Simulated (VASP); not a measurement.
# BaTe (P4/mmm) in VASP: further runs

BaTe is run at these levels: LDA; tasks: single point.

Program: VASP 6.6.1. These are calculated values, not measurements. Logs are shortened: lines on timing, memory, paths and dates and some standing lists are left out, and cuts for length are marked.

## 1. The cell of the first run

It takes space group P4/mmm (No. 123, tetragonal). The conventional cell has a = 4.156 Å, b = 4.156 Å, c = 4.476 Å, α = 90.00°, β = 90.00°, γ = 90.00°. Ba (site symmetry 4/mmm) has 8 Te at 3.69 Å and 6 Ba at 4.16 to 4.48 Å within 4.9 Å. Te (site symmetry 4/mmm) has 8 Ba at 3.69 Å and 6 Te at 4.16 to 4.48 Å within 4.9 Å.

## 2. Single point, LDA (strain -0.025 along x and y, +0.050 along z)

File INCAR:

```
PREC = Accurate ; ENCUT = 520
EDIFF = 1E-7 ; ISMEAR = 0
SIGMA = 0.05 ; LREAL = F
LASPH = T ; NELM = 80
ALGO = Normal ; ISIF = 2
LWAVE = F ; LCHARG = T
GGA = CA ; LELF = T
LVHAR = T ; NBANDS = 15
```

File KPOINTS:

```
regular mesh
0
Gamma
  6 6 6
```

File POSCAR:

```
BaTe
1.0
    4.1559043500      0.0000000000      0.0000000000
    0.0000000000      4.1559043500      0.0000000000
    0.0000000000      0.0000000000      4.4755893000
Ba Te
1 1
Direct
    0.0000000000      0.0000000000      0.0000000000
    0.5000000000      0.5000000000      0.5000000000
```

Potentials or basis: VASP PAW LDA potentials, release 64 (Ba_sv, Te).

On the command line:

```
$ cat potpaw_LDA.64/Ba_sv/POTCAR potpaw_LDA.64/Te/POTCAR > POTCAR
$ mpirun -np 1 vasp_std > vasp.out
```

OUTCAR:

```text
PREC = Accurate
   ENCUT = 520
   EDIFF = 1E-7
   ISMEAR = 0
   LREAL = F
   LASPH = T
   NELM = 80
   ISIF = 2
   GGA = CA

 ion  position               nearest neighbor table
   1  0.000  0.000  0.000-   2 3.69   2 3.69   2 3.69   2 3.69   2 3.69   2 3.69   2 3.69   2 3.69

   2  0.500  0.500  0.500-   1 3.69   1 3.69   1 3.69   1 3.69   1 3.69   1 3.69   1 3.69   1 3.69

  LATTYP: Found a simple tetragonal cell.
 ALAT       =     4.1559043500
 C/A-ratio  =     1.0769230769

  Lattice vectors:

 A1 = (   4.1559043500,   0.0000000000,   0.0000000000)
 A2 = (   0.0000000000,   4.1559043500,   0.0000000000)
 A3 = (   0.0000000000,   0.0000000000,   4.4755893000)

Analysis of symmetry for initial positions (statically):
=====================================================================
 Subroutine PRICEL returns:
 Original cell was already a primitive cell.

 Routine SETGRP: Setting up the symmetry group for a
 simple tetragonal supercell.

 Subroutine GETGRP returns: Found 16 space group operations
 (whereof 16 operations were pure point group operations)
 out of a pool of 16 trial point group operations.

The static configuration has the point symmetry D_4h.

Analysis of symmetry for dynamics (positions and initial velocities):
=====================================================================
 Subroutine PRICEL returns:
 Original cell was already a primitive cell.

 Routine SETGRP: Setting up the symmetry group for a
 simple tetragonal supercell.

 Subroutine GETGRP returns: Found 16 space group operations
 (whereof 16 operations were pure point group operations)
 out of a pool of 16 trial point group operations.

The dynamic configuration has the point symmetry D_4h.

 Subroutine INISYM returns: Found 16 space group operations
 (whereof 16 operations are pure point group operations),
 and found     1 'primitive' translations

----------------------------------------------------------------------------------------

                                     Primitive cell

  volume of cell :      77.3003

  direct lattice vectors                    reciprocal lattice vectors
     4.155904350  0.000000000  0.000000000     0.240621515  0.000000000  0.000000000
     0.000000000  4.155904350  0.000000000     0.000000000  0.240621515  0.000000000
     0.000000000  0.000000000  4.475589300     0.000000000  0.000000000  0.223434264

  length of vectors
     4.155904350  4.155904350  4.475589300     0.240621515  0.240621515  0.223434264

  position of ions in fractional coordinates (direct lattice)
     0.000000000  0.000000000  0.000000000
     0.500000000  0.500000000  0.500000000

  ion indices of the primitive-cell ions
   primitive index   ion index
                 1           1
                 2           2

----------------------------------------------------------------------------------------

 KPOINTS: regular mesh

Automatic generation of k-mesh.
 Grid dimensions read from file:
 generate k-points for:    6    6    6

 Generating k-lattice:

  Cartesian coordinates                     Fractional coordinates (reciprocal lattice)
     0.040103586  0.000000000  0.000000000     0.166666667  0.000000000  0.000000000
     0.000000000  0.040103586  0.000000000     0.000000000  0.166666667  0.000000000
     0.000000000  0.000000000  0.037239044     0.000000000  0.000000000  0.166666667

  Length of vectors
     0.040103586  0.040103586  0.037239044

  Shift w.r.t. Gamma in fractional coordinates (k-lattice)
     0.000000000  0.000000000  0.000000000

 Subroutine IBZKPT returns following result:
 ===========================================

 Found     40 irreducible k-points:

 Following reciprocal coordinates:
            Coordinates               Weight
  0.000000  0.000000  0.000000      1.000000
  0.166667  0.000000  0.000000      4.000000
  0.333333  0.000000  0.000000      4.000000
  0.500000  0.000000  0.000000      2.000000
  0.166667  0.166667  0.000000      4.000000
  0.333333  0.166667  0.000000      8.000000
[... 16 lines left out ...]
  0.333333  0.000000  0.333333      8.000000
  0.500000  0.000000  0.333333      4.000000
 [... further k-points ...]
   k-points           NKPTS =     40   k-points in BZ     NKDIM =     40   number of bands    NBANDS=     15
   number of dos      NEDOS =    301   number of ions     NIONS =      2
   total plane-waves  NPLWV =  36864
   dimension x,y,z NGX =    32 NGY =   32 NGZ =   36
   dimension x,y,z NGXF=    64 NGYF=   64 NGZF=   72
   ions per type =               1   1
   NGX,Y,Z   is equivalent  to a cutoff of  12.80, 12.80, 13.37 a.u.
   NGXF,Y,Z  is equivalent  to a cutoff of  25.60, 25.60, 26.74 a.u.
 SYSTEM =  unknown system
   PREC   = accura    normal or accurate (medium, high low for compatibility)
   ISTART =      0    job   : 0-new  1-cont  2-samecut
   ICHARG =      2    charge: 1-file 2-atom 10-const
   ISPIN  =      1    spin polarized calculation?
   LNONCOLLINEAR =      F non collinear calculations
   LSORBIT =      F    spin-orbit coupling
   LASPH  =      T    aspherical Exc in radial PAW
   ENCUT  =  520.0 eV  38.22 Ry    6.18 a.u.   7.73  7.73  8.32*2*pi/ulx,y,z
   NELM   =     80;   NELMIN=  2; NELMDL= -5     # of ELM steps
   EDIFF  = 0.1E-06   stopping-criterion for ELM
   LREAL  =      F    real-space projection
   EDIFFG = 0.1E-05   stopping-criterion for IOM
   NSW    =      0    number of steps for IOM
   IBRION =     -1    ionic relax: 0-MD 1-quasi-New 2-CG
   NFREE  =      0    steps in history (QN), initial steepest desc. (CG)
   ISIF   =      2    stress and relaxation
   ISYM   =      2    0-nonsym 1-usesym 2-fastsym
   POTIM  = 0.5000    time-step for ionic-motion
   TEBEG  =    0.0;   TEEND  =   0.0 temperature during run
   PSTRESS=    0.0 pullay stress
   NELECT =      16.0000    total number of electrons
   NUPDOWN=      -1.0000    fix difference up-down
   EMIN   =  10.00;   EMAX   =-10.00  energy-range for DOS
   EFERMI =   0.00;   METHOD = LEGACY
   ISMEAR =     0;   SIGMA  =   0.05  broadening in eV -4-tet -1-fermi 0-gaus
   EFERMI_NEDOS =   21; number of points for ismear=-14 and -15
   IALGO  =     38    algorithm
   IMIX   =      4    mixing-type and parameters
     AMIX     =   0.40;   BMIX     =  1.00
     AMIX_MAG =   1.60;   BMIX_MAG =  1.00
  volume/ion in A,a.u.               =      38.65       260.82
  Fermi-wavevector in a.u.,A,eV,Ry     =   0.968399  1.830009 12.759501  0.937797
  Thomas-Fermi vector in A             =   2.098365
   LORBIT       =      0    0 simple, 1 ext, 2 COOP (PROOUT), +10 PAW based schemes
   GGA     = CA    functional components
   LHFCALC =     F    Hartree Fock is set to
   AEXX    =    0.0000 exact exchange contribution
   IVDW    =     0    specifies the selected vdW correction
   LEPSILON=     F    determine dielectric tensor
   LRPA    =     F    only Hartree local field effects (RPA)
 non-spin polarized calculation
 Gauss-broadening in eV      SIGMA  =   0.05
  energy-cutoff  :      520.00
  volume of cell :       77.30
 maximum number of plane-waves:      2104
 NGX is ok and might be reduce to    32
   NGX = 15   NGY = 15   NGZ = 17

 number of electron      16.0000000 magnetization

 Free energy of the ion-electron system (eV)
  ---------------------------------------------------
  ext. energy  EPLUGINS =         0.00000000
  ---------------------------------------------------
  free energy    TOTEN  =        -9.25087971 eV

  energy without entropy =       -9.25087970  energy(sigma->0) =       -9.25087971

 E-fermi :   4.0136     XC(G=0):  -9.0628

 val. band max:        3.8523206213   @ k =   0.5000   0.0000   0.5000
 cond. band min:       4.1695955675   @ k =   0.0000   0.0000   0.0000
 fundamental gap:      0.3172749462
 Fermi energy:         4.0135752623

 k-point     1 :       0.0000    0.0000    0.0000
  band No.  band energies     occupation
      1     -24.4370      2.00000
      2      -9.5121      2.00000
      3      -9.4556      2.00000
      4      -9.4556      2.00000
      5      -6.7875      2.00000
      6       2.8756      2.00000
      7       3.4867      2.00000
      8       3.4867      2.00000
      9       4.1696      0.00001
     10       4.2955      0.00000
     11       5.8639      0.00000
     12       7.9839      0.00000
     13       7.9839      0.00000
     14       8.4418      0.00000
     15      11.6914      0.00000

 k-point     2 :       0.1667    0.0000    0.0000
  band No.  band energies     occupation
      1     -24.4281      2.00000
      2      -9.6398      2.00000
      3      -9.4948      2.00000
      4      -9.4411      2.00000
      5      -6.5891      2.00000
      6       2.1855      2.00000
      7       2.7319      2.00000
      8       3.3906      2.00000
      9       4.3804      0.00000
     10       5.1049      0.00000
     11       6.9865      0.00000
     12       8.0620      0.00000
     13       8.0858      0.00000
     14       8.4022      0.00000
     15      10.7478      0.00000

 k-point     3 :       0.3333    0.0000    0.0000
  band No.  band energies     occupation
      1     -24.4101      2.00000
      2      -9.9602      2.00000
      3      -9.4597      2.00000
      4      -9.4116      2.00000
      5      -6.2045      2.00000
      6       0.7803      2.00000
      7       2.4486      2.00000
      8       3.1868      2.00000
      9       4.8138      0.00000
     10       6.7901      0.00000
     11       8.3160      0.00000
     12       8.3662      0.00000
     13       8.4807      0.00000
     14       8.5617      0.00000
     15       9.1649      0.00000
[... 343 lines left out ...]
 k-point    23 :       0.3333    0.0000    0.3333
  band No.  band energies     occupation
      1     -24.3995      2.00000
      2      -9.8596      2.00000
      3      -9.7008      2.00000
      4      -9.3932      2.00000
      5      -6.2075      2.00000
      6       1.1795      2.00000
      7       1.7903      2.00000
      8       3.4558      2.00000
      9       5.0303      0.00000
     10       6.6899      0.00000
     11       6.9619      0.00000
     12       7.8785      0.00000
     13       7.9756      0.00000
     14       9.1881      0.00000
     15      11.2622      0.00000

 k-point    24 :       0.5000    0.0000    0.3333
  band No.  band energies     occupation
      1     -24.3907      2.00000
      2      -9.9792      2.00000
      3      -9.6540      2.00000
      4      -9.3806      2.00000
      5      -6.2001      2.00000
      6       1.0889      2.00000
      7       1.8217      2.00000
      8       3.5980      2.00000
      9       4.7783      0.00000
     10       6.6129      0.00000
     11       7.0661      0.00000
     12       7.1308      0.00000
     13       8.3762      0.00000
     14      10.3289      0.00000
     15      10.8645      0.00000

 [... further k-points ...]

------------------------ aborting loop because EDIFF is reached ----------------------------------------

  FORCE on cell =-STRESS in cart. coord.  units (eV):
  Direction    XX          YY          ZZ          XY          YZ          ZX
  --------------------------------------------------------------------------------------
  -------------------------------------------------------------------------------------
  Total       -0.5038954     -0.5038954     -3.0237399      0.0000000      0.0000000     -0.0000000
  in kB      -10.4440672    -10.4440672    -62.6720217      0.0000000      0.0000000     -0.0000000
  external PRESSURE =     -27.8533854 kB  Pullay stress =       0.0000000 kB

 VOLUME and BASIS-vectors are now :
 -----------------------------------------------------------------------------
  energy-cutoff  :      520.00
  volume of cell :       77.30
      direct lattice vectors                 reciprocal lattice vectors
     4.155904350  0.000000000  0.000000000     0.240621515  0.000000000  0.000000000
     0.000000000  4.155904350  0.000000000     0.000000000  0.240621515  0.000000000
     0.000000000  0.000000000  4.475589300     0.000000000  0.000000000  0.223434264

 POSITION                                       TOTAL-FORCE (eV/Angst)
 -----------------------------------------------------------------------------------
      0.00000      0.00000      0.00000         0.000000      0.000000      0.000000
      2.07795      2.07795      2.23779         0.000000      0.000000      0.000000
 -----------------------------------------------------------------------------------
    total drift:                                0.000000      0.000000     -0.000000

  FREE ENERGIE OF THE ION-ELECTRON SYSTEM (eV)
  ---------------------------------------------------
  free  energy   TOTEN  =        -9.2508797144 eV

  energy  without entropy=       -9.2508796987  energy(sigma->0) =       -9.25087971
```

Run time: 23 s. Hardware: 1 thread of Intel Xeon Platinum 8488C (Sapphire Rapids), shared host; peak memory 0.18 GiB.

Results:

```
Free energy            : -9.2509 eV
Pressure               : -2.8 GPa
Band gap on the k mesh : 0.32 eV, indirect (least direct gap 0.50 eV)
```

Stress tensor (GPa, compression positive):
```
-1.04  0.00  0.00
 0.00 -1.04  0.00
 0.00  0.00 -6.27
```

Caveat: the cell differs from its parent crystal (strain -0.025 along x and y, +0.050 along z); spin-orbit coupling is left out, which moves the levels of the heavy elements. A k mesh can miss the band edges.

## 3. Single point, LDA (strain +0.025 along x and y, -0.050 along z)

File INCAR:

```
SYSTEM = BaTe
  PREC = Accurate
  ENCUT = 520
  EDIFF = 1E-7
  ISMEAR = 0
  SIGMA = 0.05
  LREAL = .False.
  LASPH = .True.
  NELM = 60
  ALGO = Normal
  ISIF = 2
  LWAVE = .False.
  LCHARG = .True.
  LELF = .True.
  LVHAR = .True.
  NBANDS = 15
```

File KPOINTS:

```
Automatic mesh
0
Gamma
  6 6 6
  0 0 0
```

File POSCAR:

```
BaTe
1.0
    4.3690276500      0.0000000000      0.0000000000
    0.0000000000      4.3690276500      0.0000000000
    0.0000000000      0.0000000000      4.0493427000
Ba Te
1 1
Direct
    0.0000000000      0.0000000000      0.0000000000
    0.5000000000      0.5000000000      0.5000000000
```

Potentials or basis: VASP PAW LDA potentials, release 64 (Ba_sv, Te).

On the command line:

```
$ cat potpaw_LDA.64/Ba_sv/POTCAR potpaw_LDA.64/Te/POTCAR > POTCAR
$ mpirun -np 1 vasp_std > vasp.out
```

It took 20 s on 1 thread of Intel Xeon Platinum 8488C (Sapphire Rapids), shared host; peak memory 0.18 GiB.

Results (log left out):

```
Free energy            : -9.2463 eV
Pressure               : -2.8 GPa
Band gap on the k mesh : 0.16 eV, indirect (least direct gap 0.17 eV)
```

Stress tensor (GPa, compression positive):
```
-4.61  0.00  0.00
 0.00 -4.61  0.00
 0.00  0.00  0.92
```

Levels at points of the mesh, in eV from the valence-band top:
```tsv
k point	band 4	band 5	band 6	band 7	band 8	band 9	band 10	band 11	band 12	band 13
(0.00, 0.00, 0.00)	-13.49	-10.85	-1.01	-1.01	-0.32	0.16	0.18	1.79	3.71	4.26
(0.50, 0.00, 0.00)	-13.45	-10.13	-3.87	-1.61	-0.77	0.84	4.07	4.13	4.57	4.83
(0.50, 0.50, 0.00)	-13.42	-10.40	-2.48	-2.48	0.00	0.17	2.50	2.88	2.88	5.37
(0.00, 0.00, 0.50)	-13.48	-10.03	-3.84	-1.46	-1.46	1.19	4.27	4.29	4.44	4.62
(0.50, 0.00, 0.50)	-13.46	-10.22	-2.60	-2.33	-0.58	0.52	1.70	2.02	2.37	5.59
(0.50, 0.50, 0.50)	-13.75	-9.90	-3.38	-3.31	-3.31	4.12	4.12	4.47	5.58	5.58
```

Caveat: the cell differs from its parent crystal (strain +0.025 along x and y, -0.050 along z); spin-orbit coupling is left out, which moves the levels of the heavy elements. A k mesh can miss the band edges.

## 4. Single point, LDA (strain +0.050 along x and y, -0.050 along z)

File INCAR:

```
SYSTEM = BaTe
  ALGO = Normal
  EDIFF = 1E-6
  ENCUT = 520
  ISIF = 2
  ISMEAR = 0
  LASPH = .TRUE.
  LCHARG = .FALSE.
  LREAL = .FALSE.
  LWAVE = .FALSE.
  NBANDS = 15
  NELM = 80
  PREC = Accurate
  SIGMA = 0.05
```

File KPOINTS:

```
k-points
0
G
  6 6 6
  0 0 0
```

File POSCAR:

```
BaTe
1.0
    4.4755893000      0.0000000000      0.0000000000
    0.0000000000      4.4755893000      0.0000000000
    0.0000000000      0.0000000000      4.0493427000
Ba Te
1 1
Direct
    0.0000000000      0.0000000000      0.0000000000
    0.5000000000      0.5000000000      0.5000000000
```

On the command line:

```
$ cat potpaw_LDA.64/Ba_sv/POTCAR potpaw_LDA.64/Te/POTCAR > POTCAR
$ mpirun -np 1 vasp_std > vasp.out
```

Run time: 22 s. Hardware: 1 thread of Intel Xeon Platinum 8488C (Sapphire Rapids), shared host; peak memory 0.19 GiB.

The run converged. Its results:

```yaml
Free_energy: -9.1170 eV
Pressure: -3.9 GPa
```

Stress tensor (GPa, compression positive):
```
-6.17  0.00  0.00
 0.00 -6.17  0.00
 0.00  0.00  0.64
```

Levels at points of the mesh, in eV from the Fermi level:
| k point | band 6 | band 7 | band 8 | band 9 | band 10 | band 11 |
| --- | --- | --- | --- | --- | --- | --- |
| (0.00, 0.00, 0.00) | -1.18 | -1.18 | -0.30 | 0.05 | 0.16 | 1.48 |
| (0.50, 0.00, 0.00) | -3.82 | -1.73 | -0.67 | 0.71 | 3.73 | 3.76 |
| (0.50, 0.50, 0.00) | -2.53 | -2.53 | 0.00 | 0.01 | 2.42 | 2.87 |
| (0.00, 0.00, 0.50) | -3.77 | -1.54 | -1.54 | 1.18 | 3.97 | 4.07 |
| (0.50, 0.00, 0.50) | -2.67 | -2.33 | -0.73 | 0.48 | 1.45 | 1.78 |
| (0.50, 0.50, 0.50) | -3.31 | -3.23 | -3.23 | 3.83 | 3.83 | 4.22 |

Caveat: the cell differs from its parent crystal (strain +0.050 along x and y, -0.050 along z); spin-orbit coupling is left out, which moves the levels of the heavy elements.

## 5. Single point, LDA (strain +0.050 along x and y, -0.025 along z)

File INCAR:

```
  PREC = Accurate
  ENCUT = 520
  EDIFF = 1E-6
  ISMEAR = 0
  SIGMA = 0.05
  LREAL = F
  LASPH = T
  NELM = 80
  ALGO = Normal
  ISIF = 2
  LWAVE = F
  LCHARG = F
  NBANDS = 15
```

File KPOINTS:

```
regular mesh
0
Gamma
  6 6 6
```

POSCAR, as its differences from that of step 4:

```diff
@@ -4,3 +4,3 @@
     0.0000000000      4.4755893000      0.0000000000
-    0.0000000000      0.0000000000      4.0493427000
+    0.0000000000      0.0000000000      4.1559043500
 Ba Te
```

On the command line:

```
$ cat potpaw_LDA.64/Ba_sv/POTCAR potpaw_LDA.64/Te/POTCAR > POTCAR
$ mpirun -np 1 vasp_std > vasp.out
```

Run time: 17 s. Hardware: 1 thread of Intel Xeon Platinum 8488C (Sapphire Rapids), shared host; peak memory 0.2 GiB.

Results (log left out):

```yaml
Free_energy: -9.1140 eV
Pressure: -4.4 GPa
Band_gap_on_the_k_mesh: 0.27 eV, direct
```

Stress tensor (GPa, compression positive):
```
-6.04  0.00  0.00
 0.00 -6.04  0.00
 0.00  0.00 -1.11
```

Levels at points of the mesh, in eV from the valence-band top:
| k point | band 6 | band 7 | band 8 | band 9 | band 10 | band 11 |
| --- | --- | --- | --- | --- | --- | --- |
| (0.00, 0.00, 0.00) | -0.94 | -0.94 | -0.31 | 0.32 | 0.40 | 1.49 |
| (0.50, 0.00, 0.00) | -3.56 | -1.43 | -0.68 | 0.98 | 3.92 | 3.92 |
| (0.50, 0.50, 0.00) | -2.32 | -2.32 | 0.00 | 0.27 | 2.40 | 2.86 |
| (0.00, 0.00, 0.50) | -3.52 | -1.30 | -1.30 | 1.31 | 4.08 | 4.12 |
| (0.50, 0.00, 0.50) | -2.40 | -2.18 | -0.52 | 0.63 | 1.69 | 2.09 |
| (0.50, 0.50, 0.50) | -3.03 | -2.98 | -2.98 | 3.96 | 3.96 | 4.20 |

Caveat: the cell differs from its parent crystal (strain +0.050 along x and y, -0.025 along z); spin-orbit coupling is left out, which moves the levels of the heavy elements. A k mesh can miss the band edges.

## 6. Overview

```tsv
cell	gap on the mesh (eV)	pressure (GPa)
a = 4.156, b = 4.156, c = 4.476 Å, 2 atoms	0.32	-2.8
a = 4.369, b = 4.369, c = 4.049 Å, 2 atoms	0.16	-2.8
a = 4.476, b = 4.476, c = 4.049 Å, 2 atoms	-	-3.9
a = 4.476, b = 4.476, c = 4.156 Å, 2 atoms	0.27	-4.4
```

Alike in all rows: task single point; level LDA; potentials or basis VASP PAW LDA potentials, release 64 (Ba_sv, Te); no spin polarisation; k mesh 6 × 6 × 6; cutoff (eV) 520; smearing gaussian 0.05 eV.

Caveats: spin-orbit coupling is left out, which moves the levels of the heavy elements.

Total energies depend on the potentials used, so only differences within one code and one set of settings carry meaning.
